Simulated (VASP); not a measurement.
Runs of VASP 6.6.1 on BaSi3. The structure is that of space group Pm-3m (No. 221), or close to it. The cells are those of the table. 

```csv
level,cell,gap on the mesh (eV),pressure (GPa)
PBEsol,"a = 4.487 Å, 4 atoms",none,-1.8
PBE,"a = 4.517 Å, 4 atoms",none,-0.2
PBE,"a = 4.518 Å, 4 atoms",none,(a)
PBE,"a = 4.546 Å, 4 atoms",none,(b)
PBE,"a = 4.457 Å, 4 atoms",none,2.0
PBE,"a = 4.487, b = 4.487, c = 4.577 Å, 4 atoms",none,-0.2
PBE,"a = 4.532 Å, 4 atoms",none,-0.7
```

Alike in all rows: task single point; potentials or basis VASP PAW PBE potentials, release 64 (Ba_sv, Si); no spin polarisation; k mesh 8 × 8 × 8; cutoff (eV) 520; smearing gaussian 0.05 eV.

**Question.** Fill in the values left out.

**Answer.** (a) -0.3; (b) -1.2.

Caveats: spin-orbit coupling is left out, which moves the levels of the heavy elements; the PAW data sets were made with another functional, which shifts forces and pressure a little (some runs).

A k mesh can miss the band edges, and the runs leave out spin-orbit coupling on Ba.

A gap of «none» marks levels without a gap at the run's occupations.
